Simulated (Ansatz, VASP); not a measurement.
**One calculation of Fe, two programs**

Contents of INCAR:

```
SYSTEM = Fe
ALGO = Normal
EDIFF = 1E-7
ENCUT = 520
GGA = PS
ISIF = 2
ISMEAR = 0
ISPIN = 2
LASPH = .TRUE.
LCHARG = .FALSE.
LMAXMIX = 4
LORBIT = 11
LREAL = .FALSE.
LWAVE = .FALSE.
MAGMOM = 2.64
NBANDS = 14
NELM = 150
PREC = Accurate
SIGMA = 0.15
```

File KPOINTS:

```
k-points
0
G
  24 24 24
  0 0 0
```

POSCAR

```
Fe
1.0
   -1.4390000000      1.4390000000      1.5541200000
    1.4390000000     -1.4390000000      1.5541200000
    1.4390000000      1.4390000000     -1.5541200000
Fe
1
Direct
    0.0000000000      0.0000000000      0.0000000000
```

Input for Ansatz:

```yaml
crystal:
  lattice:
    - [-1.439, 1.439, 1.55412]
    - [1.439, -1.439, 1.55412]
    - [1.439, 1.439, -1.55412]
  atoms:
    - { symbol: Fe, position: [0.0, 0.0, 0.0], spin: 2.64 }
basis:
  ecutwfc: 420
kpoints:
  mp_grid: { grid: [24, 24, 24] }
hamiltonian:
  xc: pbesol
scf:
  occupations: { method: gaussian, width: 0.15 }
output:
  forces: true
  stress: true
  eigenvalues: true
  populations: true
  write_density: true
  write_potential: true
  elf: true
  volumetric_format: npy
magnetization:
  spin_polarized: true
```

Change from the starting cell: strain +0.000 along x and y, +0.080 along z, atoms carried along.

Alike in both runs: task single point; functional PBEsol; k mesh 24 × 24 × 24; occupations gaussian, width 0.15 eV; collinear spin.

|  | VASP | Ansatz |
| --- | --- | --- |
| version | VASP 6.6.1 | Ansatz 0.2.0 |
| potentials or method | VASP PAW PBE potentials, release 64 (Fe), cutoff 520 eV | scalar-relativistic, plane waves, PAW |
| valence electrons in the cell | 8 | 16 |

```tsv
	VASP	Ansatz	Ansatz less VASP
gap on the k mesh at the Fermi level (eV)	none	none	-
pressure (GPa)	-21.5	-21.8	-0.36
traceless stress, the component that is largest in VASP (GPa)	-2.50	-2.53	-0.027
net moment per atom (μB)	2.54	2.53	-0.014
size of the moment on the site where the two differ most (μB)	2.55	2.58	+0.032
```

VASP's potentials were made for PBE, not for PBEsol. Site moments also hang on the region over which each program counts them. A gap of «none» marks a metal or a gap that the smearing closes. The functional is the same, so the differences come from potentials, cutoffs and numerics. VASP's potentials hold 8 valence electrons a cell and Ansatz's 16, so a difference there can come from the potentials and not from the codes.
